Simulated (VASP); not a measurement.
Here is a VASP 6.6.1 calculation.

INCAR

```
  PREC = Accurate
  ENCUT = 520
  EDIFF = 1E-7
  ISMEAR = 0
  SIGMA = 0.1
  LREAL = False
  LASPH = True
  NELM = 100
  ALGO = Normal
  ISIF = 2
  LWAVE = False
  LCHARG = True
  GGA = PE
  LELF = True
  LVHAR = True
  NBANDS = 25
```

File KPOINTS:

```
Automatic mesh
0
Gamma
  12 12 12
```

The input POSCAR:

```
TePtSe3
1.0
    3.0537791199      1.7631001969      3.8228018071
   -3.0537791199      1.7631001969      3.8228018071
    0.0000000000     -3.5262003939      3.8228018071
Te Pt Se
1 1 3
Direct
    0.5000000000      0.5000000000      0.5000000000
    0.0000000000      0.0000000000      0.0000000000
    0.0000000000      0.0000000000      0.5000000000
    0.5000000000      0.0000000000      0.0000000000
    0.0000000000      0.5000000000      0.0000000000
```

Potentials or basis: VASP PAW PBE potentials, release 64 (Te, Pt, Se).

Launch:

```console
$ cat potpaw_PBE.64/Te/POTCAR potpaw_PBE.64/Pt/POTCAR potpaw_PBE.64/Se/POTCAR > POTCAR
$ mpirun -np 1 vasp_std > vasp.out
```

Question: Estimate the pressure.

Answer: 0.0 GPa.

Question: What does it give for the band gap on the k mesh?

Answer: Zero (bands 17 and 18 overlap by 1.27 eV).

Caveat: spin-orbit coupling is left out, which moves the levels of the heavy elements.
